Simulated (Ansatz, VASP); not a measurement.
# Two plane-wave programs on LiF

```xyz
4
Lattice="2.7757 -0.0427 0.0000 -1.4249 2.4252 0.0000 0.0000 0.0000 4.7827" Properties=species:S:1:pos:R:3 pbc="T T T"
Li    0.0000    0.0000    0.0000
Li    0.0000    0.0000    2.3913
F    -0.0219    1.6011    1.1957
F     1.3727    0.7813    3.5870
```

Change from the starting cell: shear_xy strain -3.1%.

Alike in both runs: task single point; functional r2SCAN; k mesh 12 × 12 × 6; no spin polarisation.

|  | VASP | Ansatz |
| --- | --- | --- |
| version | VASP 6.6.1 | Ansatz 0.2.0 |
| potentials or method | VASP PAW PBE potentials, release 64 (Li_sv, F) | plane waves, PAW |
| plane-wave cutoff (eV) | 520 | 500 |
| occupations | gaussian, width 0.01 eV | fixed |
| valence electrons in the cell | 20 | 20 |

```tsv
	VASP	Ansatz	Ansatz less VASP
gap on the k mesh at the Fermi level (eV)	10.35	10.14	-0.213
```

VASP's potentials were made for PBE, not for r2SCAN.

Noted on VASP's run: the cutoff is under 1.25 times that of the potentials, so the pressure is a little rough.
